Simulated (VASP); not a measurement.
# Ba (Cmmm) in VASP: notebook

Runs on Ba. Level: PBEsol. Tasks: single point.

All numbers are computed with VASP 6.6.1; they aren't measurements. Logs are shortened: lines on timing, memory, paths and dates and some standing lists are left out, and cuts for length are marked.

## 1. The cell of the first run

It takes space group Cmmm (No. 65, orthorhombic). Conventional cell: a = 4.128 Å, b = 7.706 Å, c = 5.115 Å, α = 90.00°, β = 90.00°, γ = 90.00°. Ba (site symmetry mmm) has 8 Ba at 4.13 to 5.11 Å within 5.4 Å.

## 2. Single point, PBEsol

Contents of INCAR:

```
PREC = Accurate
ENCUT = 520
EDIFF = 1E-6
ISMEAR = 0
SIGMA = 0.15
LREAL = False
LASPH = True
NELM = 80
ALGO = Fast
ISIF = 2
LWAVE = False
LCHARG = False
GGA = PS
NBANDS = 11
```

Contents of KPOINTS:

```
regular mesh
0
Gamma
  16 16 10
```

Contents of POSCAR:

```
Ba
1.0
    2.0638293603     -3.8531852507      0.0000000000
    2.0638293603      3.8531852507      0.0000000000
    0.0000000000      0.0000000000      5.1147075451
Ba
1
Direct
    0.0000000000      0.0000000000      0.0000000000
```

Potentials or basis: VASP PAW PBE potentials, release 64 (Ba_sv).

The run is started by

```console
> cat potpaw_PBE.64/Ba_sv/POTCAR > POTCAR
> mpirun -np 1 vasp_std > vasp.out
```

OUTCAR:

```text
PREC = Accurate
   ENCUT = 520
   EDIFF = 1E-6
   ISMEAR = 0
   LREAL = False
   LASPH = True
   NELM = 80
   ISIF = 2
   GGA = PS

 ion  position               nearest neighbor table
   1  0.000  0.000  0.000-

  LATTYP: Found a base centered orthorhombic cell.
 ALAT       =     4.1276587206
 B/A-ratio  =     1.8670076726
 C/A-ratio  =     1.2391304348

  Lattice vectors:

 A1 = (   2.0638293603,  -3.8531852507,   0.0000000000)
 A2 = (   2.0638293603,   3.8531852507,   0.0000000000)
 A3 = (   0.0000000000,   0.0000000000,   5.1147075451)

Analysis of symmetry for initial positions (statically):
=====================================================================
 Subroutine PRICEL returns:
 Original cell was already a primitive cell.

 Routine SETGRP: Setting up the symmetry group for a
 base centered orthorhombic supercell.

 Subroutine GETGRP returns: Found  8 space group operations
 (whereof  8 operations were pure point group operations)
 out of a pool of  8 trial point group operations.

The static configuration has the point symmetry D_2h.

Analysis of symmetry for dynamics (positions and initial velocities):
=====================================================================
 Subroutine PRICEL returns:
 Original cell was already a primitive cell.

 Routine SETGRP: Setting up the symmetry group for a
 base centered orthorhombic supercell.

 Subroutine GETGRP returns: Found  8 space group operations
 (whereof  8 operations were pure point group operations)
 out of a pool of  8 trial point group operations.

The dynamic configuration has the point symmetry D_2h.

 Subroutine INISYM returns: Found  8 space group operations
 (whereof  8 operations are pure point group operations),
 and found     1 'primitive' translations

----------------------------------------------------------------------------------------

                                     Primitive cell

  volume of cell :      81.3475

  direct lattice vectors                    reciprocal lattice vectors
     2.063829360 -3.853185251  0.000000000     0.242268091 -0.129762772  0.000000000
     2.063829360  3.853185251  0.000000000     0.242268091  0.129762772  0.000000000
     0.000000000  0.000000000  5.114707545     0.000000000  0.000000000  0.195514600

  length of vectors
     4.371090048  4.371090048  5.114707545     0.274831230  0.274831230  0.195514600

  position of ions in fractional coordinates (direct lattice)
     0.000000000  0.000000000  0.000000000

  ion indices of the primitive-cell ions
   primitive index   ion index
                 1           1

----------------------------------------------------------------------------------------

 KPOINTS: regular mesh

Automatic generation of k-mesh.
 Grid dimensions read from file:
 generate k-points for:   16   16   10

 Generating k-lattice:

  Cartesian coordinates                     Fractional coordinates (reciprocal lattice)
     0.015141756 -0.008110173  0.000000000     0.062500000 -0.000000000  0.000000000
     0.015141756  0.008110173  0.000000000    -0.000000000  0.062500000  0.000000000
     0.000000000  0.000000000  0.019551460     0.000000000  0.000000000  0.100000000

  Length of vectors
     0.017176952  0.017176952  0.019551460

  Shift w.r.t. Gamma in fractional coordinates (k-lattice)
     0.000000000  0.000000000  0.000000000

 Subroutine IBZKPT returns following result:
 ===========================================

 Found    438 irreducible k-points:

 Following reciprocal coordinates:
            Coordinates               Weight
  0.000000  0.000000  0.000000      1.000000
  0.062500  0.000000  0.000000      4.000000
  0.125000  0.000000  0.000000      4.000000
  0.187500  0.000000  0.000000      4.000000
  0.250000  0.000000  0.000000      4.000000
  0.312500  0.000000  0.000000      4.000000
[... 16 lines left out ...]
 -0.125000  0.062500  0.000000      4.000000
 -0.062500  0.062500  0.000000      2.000000
 [... further k-points ...]
   k-points           NKPTS =    438   k-points in BZ     NKDIM =    438   number of bands    NBANDS=     11
   number of dos      NEDOS =    301   number of ions     NIONS =      1
   total plane-waves  NPLWV =  51840
   dimension x,y,z NGX =    36 NGY =   36 NGZ =   40
   dimension x,y,z NGXF=    72 NGYF=   72 NGZF=   80
   ions per type =               1
   NGX,Y,Z   is equivalent  to a cutoff of  13.69, 13.69, 13.00 a.u.
   NGXF,Y,Z  is equivalent  to a cutoff of  27.38, 27.38, 26.00 a.u.
 SYSTEM =  unknown system
   PREC   = accura    normal or accurate (medium, high low for compatibility)
   ISTART =      0    job   : 0-new  1-cont  2-samecut
   ICHARG =      2    charge: 1-file 2-atom 10-const
   ISPIN  =      1    spin polarized calculation?
   LNONCOLLINEAR =      F non collinear calculations
   LSORBIT =      F    spin-orbit coupling
   LASPH  =      T    aspherical Exc in radial PAW
   ENCUT  =  520.0 eV  38.22 Ry    6.18 a.u.   8.13  8.13  9.51*2*pi/ulx,y,z
   NELM   =     80;   NELMIN=  2; NELMDL= -5     # of ELM steps
   EDIFF  = 0.1E-05   stopping-criterion for ELM
   LREAL  =      F    real-space projection
   EDIFFG = 0.1E-04   stopping-criterion for IOM
   NSW    =      0    number of steps for IOM
   IBRION =     -1    ionic relax: 0-MD 1-quasi-New 2-CG
   NFREE  =      0    steps in history (QN), initial steepest desc. (CG)
   ISIF   =      2    stress and relaxation
   ISYM   =      2    0-nonsym 1-usesym 2-fastsym
   POTIM  = 0.5000    time-step for ionic-motion
   TEBEG  =    0.0;   TEEND  =   0.0 temperature during run
   PSTRESS=    0.0 pullay stress
   NELECT =      10.0000    total number of electrons
   NUPDOWN=      -1.0000    fix difference up-down
   EMIN   =  10.00;   EMAX   =-10.00  energy-range for DOS
   EFERMI =   0.00;   METHOD = LEGACY
   ISMEAR =     0;   SIGMA  =   0.15  broadening in eV -4-tet -1-fermi 0-gaus
   EFERMI_NEDOS =   21; number of points for ismear=-14 and -15
   IALGO  =     68    algorithm
   IMIX   =      4    mixing-type and parameters
     AMIX     =   0.40;   BMIX     =  1.00
     AMIX_MAG =   1.60;   BMIX_MAG =  1.00
  volume/ion in A,a.u.               =      81.35       548.96
  Fermi-wavevector in a.u.,A,eV,Ry     =   0.814004  1.538245  9.015260  0.662603
  Thomas-Fermi vector in A             =   1.923832
   LORBIT       =      0    0 simple, 1 ext, 2 COOP (PROOUT), +10 PAW based schemes
   GGA     = PS    functional components
   LHFCALC =     F    Hartree Fock is set to
   AEXX    =    0.0000 exact exchange contribution
   IVDW    =     0    specifies the selected vdW correction
   LEPSILON=     F    determine dielectric tensor
   LRPA    =     F    only Hartree local field effects (RPA)
 non-spin polarized calculation
 RMM-DIIS sequential band-by-band and
 Gauss-broadening in eV      SIGMA  =   0.15
  energy-cutoff  :      520.00
  volume of cell :       81.35
 maximum number of plane-waves:      2220
 NGX is ok and might be reduce to    36
   NGX = 17   NGY = 17   NGZ = 19

 number of electron      10.0000000 magnetization

 Free energy of the ion-electron system (eV)
  ---------------------------------------------------
  ext. energy  EPLUGINS =         0.00000000
  ---------------------------------------------------
  free energy    TOTEN  =        -1.71338784 eV

  energy without entropy =       -1.68615832  energy(sigma->0) =       -1.69977308

 E-fermi :   0.6915     XC(G=0):  -6.6334

 val. band max:        0.6901674586   @ k =  -0.1250   0.1250   0.4000
 cond. band min:       0.6936608044   @ k =   0.5000   0.3750   0.5000
 fundamental gap:      0.0034933458
 Fermi energy:         0.6914969234

 k-point     1 :       0.0000    0.0000    0.0000
  band No.  band energies     occupation
      1     -28.5402      2.00000
      2     -13.7045      2.00000
      3     -13.4354      2.00000
      4     -13.3765      2.00000
      5      -1.7558      2.00000
      6       0.8357      0.17405
      7       2.0813      0.00000
      8       2.9108      0.00000
      9       4.4140      0.00000
     10       4.6536      0.00000
     11       4.7660      0.00000

 k-point     2 :       0.0625    0.0000    0.0000
  band No.  band energies     occupation
      1     -28.5382      2.00000
      2     -13.7015      2.00000
      3     -13.4426      2.00000
      4     -13.3973      2.00000
      5      -1.6848      2.00000
      6       0.8830      0.07093
      7       2.1176      0.00000
      8       2.8163      0.00000
      9       4.0589      0.00000
     10       4.4457      0.00000
     11       5.3389      0.00000

 k-point     3 :       0.1250    0.0000    0.0000
  band No.  band energies     occupation
      1     -28.5326      2.00000
      2     -13.6930      2.00000
      3     -13.4807      2.00000
      4     -13.4383      2.00000
      5      -1.4805      2.00000
      6       1.0180      0.00208
      7       2.1205      0.00000
      8       2.7215      0.00000
      9       3.5185      0.00000
     10       4.3603      0.00000
     11       5.9913      0.00000

 k-point     4 :       0.1875    0.0000    0.0000
  band No.  band energies     occupation
      1     -28.5241      2.00000
      2     -13.6802      2.00000
      3     -13.5705      2.00000
      4     -13.4643      2.00000
      5      -1.1682      2.00000
      6       1.2013      0.00000
      7       1.9357      0.00000
      8       2.9414      0.00000
      9       3.0361      0.00000
     10       4.2483      0.00000
     11       6.6114      0.00000
[... 239 lines left out ...]
 k-point    22 :      -0.1875    0.0625    0.0000
  band No.  band energies     occupation
      1     -28.5291      2.00000
      2     -13.6873      2.00000
      3     -13.5303      2.00000
      4     -13.4430      2.00000
      5      -1.3095      2.00000
      6       1.1252      0.00004
      7       1.8548      0.00000
      8       3.0560      0.00000
      9       3.2248      0.00000
     10       4.3034      0.00000
     11       6.3762      0.00000

 k-point    23 :      -0.1250    0.0625    0.0000
  band No.  band energies     occupation
      1     -28.5357      2.00000
      2     -13.6974      2.00000
      3     -13.4793      2.00000
      4     -13.4008      2.00000
      5      -1.5639      2.00000
      6       0.9588      0.01172
      7       1.9606      0.00000
      8       2.9822      0.00000
      9       3.6406      0.00000
     10       4.4903      0.00000
     11       5.7358      0.00000

 k-point    24 :      -0.0625    0.0625    0.0000
  band No.  band energies     occupation
      1     -28.5389      2.00000
      2     -13.7024      2.00000
      3     -13.4532      2.00000
      4     -13.3797      2.00000
      5      -1.6938      2.00000
      6       0.8744      0.08470
      7       2.0148      0.00000
      8       2.9708      0.00000
      9       3.9912      0.00000
     10       4.6346      0.00000
     11       5.2195      0.00000

 [... further k-points ...]

------------------------ aborting loop because EDIFF is reached ----------------------------------------

  FORCE on cell =-STRESS in cart. coord.  units (eV):
  Direction    XX          YY          ZZ          XY          YZ          ZX
  --------------------------------------------------------------------------------------
  -------------------------------------------------------------------------------------
  Total        0.2844163     -0.3603884     -1.2085036      0.0000000      0.0000000      0.0000000
  in kB        5.6017086     -7.0980141    -23.8020338      0.0000000      0.0000000      0.0000000
  external PRESSURE =      -8.4327798 kB  Pullay stress =       0.0000000 kB

 VOLUME and BASIS-vectors are now :
 -----------------------------------------------------------------------------
  energy-cutoff  :      520.00
  volume of cell :       81.35
      direct lattice vectors                 reciprocal lattice vectors
     2.063829360 -3.853185251  0.000000000     0.242268091 -0.129762772  0.000000000
     2.063829360  3.853185251  0.000000000     0.242268091  0.129762772  0.000000000
     0.000000000  0.000000000  5.114707545     0.000000000  0.000000000  0.195514600

 POSITION                                       TOTAL-FORCE (eV/Angst)
 -----------------------------------------------------------------------------------
      0.00000      0.00000      0.00000         0.000000      0.000000      0.000000
 -----------------------------------------------------------------------------------
    total drift:                                0.000000     -0.000000     -0.000000

  FREE ENERGIE OF THE ION-ELECTRON SYSTEM (eV)
  ---------------------------------------------------
  free  energy   TOTEN  =        -1.7133878410 eV

  energy  without entropy=       -1.6861583203  energy(sigma->0) =       -1.69977308
```

Run time: 2 min. Hardware: 1 thread of Intel Xeon 6975P-C (Granite Rapids), shared host; peak memory 0.52 GiB.

What came out:

- Free energy: -1.7134 eV
- Pressure: -0.8 GPa
- Band gap on the k mesh: zero (bands 5 and 6 overlap by 0.77 eV)

Caveat: the PAW data sets were made with another functional, which shifts forces and pressure a little; spin-orbit coupling is left out, which moves the levels of the heavy elements.

[end of part 1 of 4]
